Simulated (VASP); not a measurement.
Mn3Si, 4 atoms in the cell. The structure is cubic, space group Fm-3m (No. 225). Conventional cell: a = 5.518 Å, b = 5.518 Å, c = 5.518 Å, α = 90.00°, β = 90.00°, γ = 90.00°. Mn (site symmetry m-3m) has 8 Mn at 2.39 Å and 6 Si at 2.76 Å within 3.2 Å. Mn (site symmetry -43m) has 10 Mn at 2.39 to 2.76 Å and 4 Si at 2.39 Å within 3.2 Å. Within 3.2 Å of Si (site symmetry m-3m) lie 14 Mn at 2.39 to 2.76 Å. 

- Program: VASP 6.6.1
- Task: single point
- Functional: PBEsol
- Dispersion: D3(BJ)
- Potentials or basis: VASP PAW PBE potentials, release 64 (Mn_pv, Si)
- Cutoff: 520 eV
- k mesh: 10 × 10 × 10
- Occupations: methfessel-paxton, width 0.02 eV
- Spin: collinear spin, ferromagnetic start
- Starting moments: [2.8, 2.8, 2.8, 0.0] μB
- Dipole correction: no
- Further INCAR settings: ALGO = Normal; EDIFF = 1e-06; NBANDS = 34

Potentials or basis: VASP PAW PBE potentials, release 64 (Mn_pv, Si).

The run is started by

```bash
$ cat potpaw_PBE.64/Mn_pv/POTCAR potpaw_PBE.64/Si/POTCAR > POTCAR
$ mpirun -np 1 vasp_std > vasp.out
```

Hardware: 1 thread of Intel(R) Xeon(R) Platinum 8488C (Sapphire Rapids) (shared host).

Question: Estimate the wall time of this run.

Answer: Run time: 6.1 min on 1 thread of Intel(R) Xeon(R) Platinum 8488C (Sapphire Rapids) (shared host), peak memory 0.25 GiB. Counts: scf iterations 29, k points 47.
